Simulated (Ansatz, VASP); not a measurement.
Two plane-wave programs on GaN

```
Ga N
1.0
     0.00000    2.09048    2.09048
     2.09048    0.00000    2.09048
     2.09048    2.09048    0.00000
Ga N
1 1
Direct
  0.00000 0.00000 0.00000
  0.50000 0.50000 0.50000
```

Alike in both runs: functional LDA; k mesh 12 × 12 × 12; no spin polarisation.

Ansatz relaxed the structure, and its values are those at the end. VASP's run is a single point on that final structure, the one shown.

|  | VASP | Ansatz |
| --- | --- | --- |
| version | VASP 6.6.1 | Ansatz 0.2.0 |
| potentials or method | VASP PAW LDA potentials, release 64 (Ga_d, N_h), cutoff 1330 eV | scalar-relativistic, plane waves, PAW |
| occupations | gaussian, width 0.01 eV | fixed |
| valence electrons in the cell | 18 | 18 |

VASP gave:

* gap on the k mesh at the Fermi level (eV): 0.62
* least direct gap on the mesh (eV): 3.25
* pressure (GPa): 1.3

Which values does Ansatz return?

gap on the k mesh at the Fermi level (eV): 0.60; least direct gap on the mesh (eV): 3.22; pressure (GPa): 0.0.

LDA's correlation is that of Perdew and Zunger in VASP and of Perdew and Wang (1992) in Ansatz.
